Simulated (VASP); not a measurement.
Set up this calculation in VASP 6.6.1, as the native input.

```yaml
Task: single point
Functional: PBEsol
Potentials_or_basis: VASP PAW PBE potentials, release 64 (Na_pv)
Cutoff: 520 eV
k_mesh: 6 × 10 × 4
Occupations: gaussian, width 0.1 eV
Spin: no spin polarisation
Dipole_correction: no
Further_INCAR_settings: ALGO = Normal; EDIFF = 1e-06; NBANDS = 30
```

The structure of Na lies in POSCAR:

```
Na
1.0
    6.3973215233      0.0000000000     -0.0198275347
    0.0000000000      3.7319756909      0.0000000000
   -2.4351588573      0.0000000000      9.1927044590
Na
6
Direct
    0.0000000000      0.0000000000      0.0000000000
    0.7259928563      0.5000000000      0.6666704448
    0.7740071437      0.0000000000      0.3333295552
    0.5000000000      0.5000000000      0.0000000000
    0.2259928563      0.0000000000      0.6666704448
    0.2740071437      0.5000000000      0.3333295552
```

This cell differs from its parent crystal: uniaxial strain along c: +1.0 %.

One way to write it, as run:

INCAR

```
PREC = Accurate
ENCUT = 520
EDIFF = 1E-6
ISMEAR = 0
SIGMA = 0.1
LREAL = False
LASPH = True
NELM = 100
ALGO = Normal
ISIF = 2
LWAVE = False
LCHARG = True
GGA = PS
LELF = True
LVHAR = True
NBANDS = 30
```

KPOINTS

```
Automatic mesh
0
Gamma
  6 10 4
```

Potentials or basis: VASP PAW PBE potentials, release 64 (Na_pv).

Run with:

```sh
$ cat potpaw_PBE.64/Na_pv/POTCAR > POTCAR
$ mpirun -np 1 vasp_std > vasp.out
```

Results of the run:

* Pressure: 0.0 GPa
* Band gap on the k mesh: zero (bands 21 and 22 overlap by 2.72 eV)

Caveat: the cell differs from its parent crystal (uniaxial strain along c: +1.0 %); the PAW data sets were made with another functional, which shifts forces and pressure a little.

It took 2.9 min on 1 thread of AMD EPYC 9R45 96-Core Processor (Zen 5) (shared host), peak memory 0.49 GiB.
